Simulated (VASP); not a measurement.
Set up this calculation in VASP 6.6.1, as the native input.

- Task: single point
- Functional: PBE
- Potentials or basis: VASP PAW PBE potentials, release 64 (Re)
- Cutoff: 520 eV
- k mesh: 17 × 17 × 17
- Occupations: fermi-dirac, width 0.1 eV
- Spin: collinear spin
- Starting moments: [0.15] μB
- Fixed moment: 0.15 μB
- Dipole correction: no
- Further INCAR settings: ALGO = Normal; EDIFF = 1e-07; NBANDS = 14

The structure of Re lies in POSCAR:

```
Re
1.0
    0.0000000000      1.9750000000      1.9750000000
    1.9750000000      0.0000000000      1.9750000000
    1.9750000000      1.9750000000      0.0000000000
Re
1
Direct
    0.0000000000      0.0000000000      0.0000000000
```

This isn't the form of Re at room conditions, which is hcp.

These files were run (other wordings do the same):

INCAR

```
ALGO = Normal ; EDIFF = 1E-7
ENCUT = 520 ; GGA = PE
ISIF = 2 ; ISMEAR = -1
ISPIN = 2 ; LASPH = True
LCHARG = True ; LELF = True
LMAXMIX = 4 ; LORBIT = 11
LREAL = False ; LVHAR = True
LWAVE = False ; MAGMOM = 0.15
NBANDS = 14 ; NELM = 150
NUPDOWN = 0.15 ; PREC = Accurate
SIGMA = 0.1
```

KPOINTS

```
k-points
0
Gamma
  17 17 17
```

Potentials or basis: VASP PAW PBE potentials, release 64 (Re).

Launch:

```bash
$ cat potpaw_PBE.64/Re/POTCAR > POTCAR
$ mpirun -np 1 vasp_std > vasp.out
```

Results of the run:

- Pressure: -9.5 GPa
- Net moment: 0.15 μB per cell
- Site moments: Re +0.14 μB
- Valence electrons inside the program's atomic spheres: Re 5.99

Caveat: the cell stands under tension; the total moment is fixed, so each spin has its own Fermi level.

It took 96 s on 1 thread of AMD EPYC 9R14 (Zen 4) (shared host), peak memory 0.16 GiB.
